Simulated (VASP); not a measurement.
# MgO (rock salt) (Fm-3m) in VASP: notebook, part 2 of 2

VASP 6.6.1. Earlier steps stand in the parts before.

## (3) Single point, r2SCAN (volume scaled by 0.56)

Contents of POSCAR:

```
MgO
1.0
    0.0000000000      1.7350611112      1.7350611112
    1.7350611112      0.0000000000      1.7350611112
    1.7350611112      1.7350611112      0.0000000000
Mg O
1 1
Direct
    0.0000000000      0.0000000000      0.0000000000
    0.5000000000      0.5000000000      0.5000000000
```

Contents of INCAR.step1:

```
SYSTEM = MgO
PREC = Accurate
ENCUT = 660
ISMEAR = 0
SIGMA = 0.01
LREAL = .FALSE.
LASPH = .TRUE.
NELM = 120
NBANDS = 11
GGA = PE
ALGO = Normal
EDIFF = 1E-5
LWAVE = .TRUE.
LCHARG = .FALSE.
GGA_COMPAT = .FALSE.
```

Contents of INCAR.step2:

```
SYSTEM = MgO
PREC = Accurate
ENCUT = 660
EDIFF = 1E-6
ISMEAR = 0
SIGMA = 0.01
LREAL = .FALSE.
LASPH = .TRUE.
NELM = 120
ALGO = Normal
ISIF = 2
LWAVE = .FALSE.
LCHARG = .TRUE.
METAGGA = R2SCAN
LMIXTAU = .TRUE.
LELF = .TRUE.
LVHAR = .TRUE.
NBANDS = 11
ISTART = 1
GGA_COMPAT = .FALSE.
```

Contents of KPOINTS:

```
Automatic mesh
0
G
  10 10 10
  0 0 0
```

Potentials or basis: VASP PAW PBE potentials, release 64 (Mg, O).

The run is started by

```
cat potpaw_PBE.64/Mg/POTCAR potpaw_PBE.64/O/POTCAR > POTCAR
cp INCAR.step1 INCAR
mpirun -np 1 vasp_std > vasp.out
cp INCAR.step2 INCAR
mpirun -np 1 vasp_std > vasp.out
```

It took 21 s on 1 thread of Intel Xeon Platinum 8488C (Sapphire Rapids), shared host; peak memory 0.15 GiB.

Results (log left out):

```
Free energy            : -11.2828 eV
Pressure               : 320.0 GPa
Band gap on the k mesh : 9.95 eV, indirect (least direct gap 12.29 eV)
```

Levels at points of the mesh, in eV from the valence-band top:
```tsv
k point	band 1	band 2	band 3	band 4	band 5	band 6	band 7	band 8
(0.00, 0.00, 0.00)	-22.27	0.00	0.00	0.00	13.98	19.98	19.98	19.98
(0.50, 0.00, 0.00)	-18.85	-7.99	-1.77	-1.77	13.26	21.51	24.45	24.45
(0.50, 0.50, 0.00)	-18.65	-6.95	-2.34	-2.34	9.95	19.49	22.27	31.81
```

Caveat: the PAW data sets were made with another functional, which shifts forces and pressure a little. A k mesh can miss the band edges.

## (4) Single point, r2SCAN (volume scaled by 0.6)

Contents of POSCAR:

```
MgO
1.0
    0.0000000000      1.7754257605      1.7754257605
    1.7754257605      0.0000000000      1.7754257605
    1.7754257605      1.7754257605      0.0000000000
Mg O
1 1
Direct
    0.0000000000      0.0000000000      0.0000000000
    0.5000000000      0.5000000000      0.5000000000
```

Contents of INCAR.step1:

```
SYSTEM = MgO
PREC = Accurate ; ENCUT = 660
ISMEAR = 0 ; SIGMA = 0.01
LREAL = .False. ; LASPH = .True.
NELM = 120 ; NBANDS = 11
GGA = PE ; ALGO = Normal
EDIFF = 1E-5 ; LWAVE = .True.
LCHARG = .False. ; GGA_COMPAT = .False.
```

Contents of INCAR.step2:

```
SYSTEM = MgO
PREC = Accurate ; ENCUT = 660
EDIFF = 1E-6 ; ISMEAR = 0
SIGMA = 0.01 ; LREAL = .False.
LASPH = .True. ; NELM = 120
ALGO = Normal ; ISIF = 2
LWAVE = .False. ; LCHARG = .False.
METAGGA = R2SCAN ; LMIXTAU = .True.
NBANDS = 11 ; ISTART = 1
GGA_COMPAT = .False.
```

Contents of KPOINTS:

```
Automatic mesh
0
Gamma
  10 10 10
  0 0 0
```

The run is started by

```
cat potpaw_PBE.64/Mg/POTCAR potpaw_PBE.64/O/POTCAR > POTCAR
cp INCAR.step1 INCAR
mpirun -np 1 vasp_std > vasp.out
cp INCAR.step2 INCAR
mpirun -np 1 vasp_std > vasp.out
```

It took 21 s on 1 thread of Intel Xeon Platinum 8488C (Sapphire Rapids), shared host; peak memory 0.15 GiB.

The run converged. Its results:

```
Free energy            : -12.5904 eV
Pressure               : 243.0 GPa
Band gap on the k mesh : 10.08 eV, indirect (least direct gap 12.30 eV)
```

Levels at points of the mesh, in eV from the valence-band top:
| k point | band 1 | band 2 | band 3 | band 4 | band 5 | band 6 | band 7 | band 8 |
| --- | --- | --- | --- | --- | --- | --- | --- | --- |
| (0.00, 0.00, 0.00) | -21.68 | 0.00 | 0.00 | 0.00 | 12.69 | 19.65 | 19.65 | 19.65 |
| (0.50, 0.00, 0.00) | -18.60 | -7.50 | -1.58 | -1.58 | 12.68 | 20.53 | 23.51 | 23.51 |
| (0.50, 0.50, 0.00) | -18.35 | -6.58 | -2.22 | -2.22 | 10.08 | 18.25 | 21.15 | 30.20 |

Caveat: the PAW data sets were made with another functional, which shifts forces and pressure a little.

## (5) Single point, r2SCAN (volume scaled by 0.65)

Contents of POSCAR:

```
MgO
1.0
    0.0000000000      1.8234333167      1.8234333167
    1.8234333167      0.0000000000      1.8234333167
    1.8234333167      1.8234333167      0.0000000000
Mg O
1 1
Direct
    0.0000000000      0.0000000000      0.0000000000
    0.5000000000      0.5000000000      0.5000000000
```

Contents of INCAR.step1:

```
ALGO     = Normal         # electronic algorithm
EDIFF    = 1E-5           # SCF threshold, eV
ENCUT    = 660            # plane-wave cutoff, eV
GGA      = PE             # functional
GGA_COMPAT= False        
ISMEAR   = 0              # smearing method
LASPH    = True           # aspherical terms in the spheres
LCHARG   = False          # write CHGCAR
LREAL    = False          # projectors in reciprocal space
LWAVE    = True           # write WAVECAR
NBANDS   = 11             # bands
NELM     = 120            # most SCF steps
PREC     = Accurate       # precision mode
SIGMA    = 0.01           # smearing width, eV
```

Contents of INCAR.step2:

```
ALGO     = Normal         # electronic algorithm
EDIFF    = 1E-6           # SCF threshold, eV
ENCUT    = 660            # plane-wave cutoff, eV
GGA_COMPAT= False        
ISIF     = 2              # what is computed and relaxed
ISMEAR   = 0              # smearing method
ISTART   = 1            
LASPH    = True           # aspherical terms in the spheres
LCHARG   = False          # write CHGCAR
LMIXTAU  = True         
LREAL    = False          # projectors in reciprocal space
LWAVE    = False          # write WAVECAR
METAGGA  = R2SCAN         # meta-GGA
NBANDS   = 11             # bands
NELM     = 120            # most SCF steps
PREC     = Accurate       # precision mode
SIGMA    = 0.01           # smearing width, eV
```

Contents of KPOINTS:

```
k-points
0
Gamma
  10 10 10
```

The run is started by

```
cat potpaw_PBE.64/Mg/POTCAR potpaw_PBE.64/O/POTCAR > POTCAR
cp INCAR.step1 INCAR
mpirun -np 1 vasp_std > vasp.out
cp INCAR.step2 INCAR
mpirun -np 1 vasp_std > vasp.out
```

Wall time 21 s (1 thread of Intel Xeon Platinum 8488C (Sapphire Rapids), shared host); peak memory 0.15 GiB.

The run converged. Its results:

* Free energy: -13.7925 eV
* Pressure: 172.3 GPa
* Band gap on the k mesh: 10.18 eV, indirect (least direct gap 11.31 eV)

Levels at points of the mesh, in eV from the valence-band top:
| k point | band 1 | band 2 | band 3 | band 4 | band 5 | band 6 | band 7 | band 8 | band 9 |
| --- | --- | --- | --- | --- | --- | --- | --- | --- | --- |
| (0.00, 0.00, 0.00) | -21.02 | 0.00 | 0.00 | 0.00 | 11.31 | 19.25 | 19.25 | 19.25 | 24.82 |
| (0.50, 0.00, 0.00) | -18.32 | -6.96 | -1.38 | -1.38 | 12.02 | 19.41 | 22.47 | 22.47 | 30.22 |
| (0.50, 0.50, 0.00) | -18.02 | -6.16 | -2.07 | -2.07 | 10.18 | 16.92 | 19.92 | 28.42 | 28.42 |

Caveat: the PAW data sets were made with another functional, which shifts forces and pressure a little.

## (6) Single point, r2SCAN (volume scaled by 0.72)

Contents of POSCAR:

```
MgO
1.0
    0.0000000000      1.8866713983      1.8866713983
    1.8866713983      0.0000000000      1.8866713983
    1.8866713983      1.8866713983      0.0000000000
Mg O
1 1
Direct
    0.0000000000      0.0000000000      0.0000000000
    0.5000000000      0.5000000000      0.5000000000
```

Contents of INCAR.step1:

```
SYSTEM = MgO
PREC = Accurate
ENCUT = 660
ISMEAR = 0
SIGMA = 0.01
LREAL = .FALSE.
LASPH = .TRUE.
NELM = 120
NBANDS = 11
GGA = PE
ALGO = Normal
EDIFF = 1E-5
LWAVE = .TRUE.
LCHARG = .FALSE.
GGA_COMPAT = .FALSE.
```

Contents of INCAR.step2:

```
SYSTEM = MgO
PREC = Accurate
ENCUT = 660
EDIFF = 1E-6
ISMEAR = 0
SIGMA = 0.01
LREAL = .FALSE.
LASPH = .TRUE.
NELM = 120
ALGO = Normal
ISIF = 2
LWAVE = .FALSE.
LCHARG = .FALSE.
METAGGA = R2SCAN
LMIXTAU = .TRUE.
NBANDS = 11
ISTART = 1
GGA_COMPAT = .FALSE.
```

Contents of KPOINTS:

```
regular mesh
0
G
  10 10 10
  0 0 0
```

Potentials or basis: VASP PAW PBE potentials, release 64 (Mg, O).

The run is started by

```
cat potpaw_PBE.64/Mg/POTCAR potpaw_PBE.64/O/POTCAR > POTCAR
cp INCAR.step1 INCAR
mpirun -np 1 vasp_std > vasp.out
cp INCAR.step2 INCAR
mpirun -np 1 vasp_std > vasp.out
```

Wall time 21 s (1 thread of Intel Xeon Platinum 8488C (Sapphire Rapids), shared host); peak memory 0.15 GiB.

It converged, with:

```yaml
Free_energy: -14.9079 eV
Pressure: 104.9 GPa
Band_gap_on_the_k_mesh: 9.70 eV, direct
```

Levels at points of the mesh, in eV from the valence-band top:
```
           k point  band 1  band 2  band 3  band 4  band 5  band 6  band 7  band 8
(0.00, 0.00, 0.00)  -20.24    0.00    0.00    0.00    9.70   18.71   18.71   18.71
(0.50, 0.00, 0.00)  -17.96   -6.32   -1.17   -1.17   11.20   18.01   21.19   21.19
(0.50, 0.50, 0.00)  -17.64   -5.63   -1.89   -1.89   10.24   15.33   18.44   26.29
```

Caveat: the PAW data sets were made with another functional, which shifts forces and pressure a little.

## (7) Overview

| cell | gap on the mesh (eV) | pressure (GPa) |
| --- | --- | --- |
| a = 2.394 Å, angles 60.0°, 2 atoms | 9.77 | 423.3 |
| a = 2.454 Å, angles 60.0°, 2 atoms | 9.95 | 320.0 |
| a = 2.511 Å, angles 60.0°, 2 atoms | 10.08 | 243.0 |
| a = 2.579 Å, angles 60.0°, 2 atoms | 10.18 | 172.3 |
| a = 2.668 Å, angles 60.0°, 2 atoms | 9.70 | 104.9 |

Alike in all rows: task single point; level r2SCAN; potentials or basis VASP PAW PBE potentials, release 64 (Mg, O); no spin polarisation; k mesh 10 × 10 × 10; cutoff (eV) 660; smearing gaussian 0.01 eV.

Caveats: the PAW data sets were made with another functional, which shifts forces and pressure a little.

Total energies depend on the potentials used, so only differences within one code and one set of settings carry meaning.
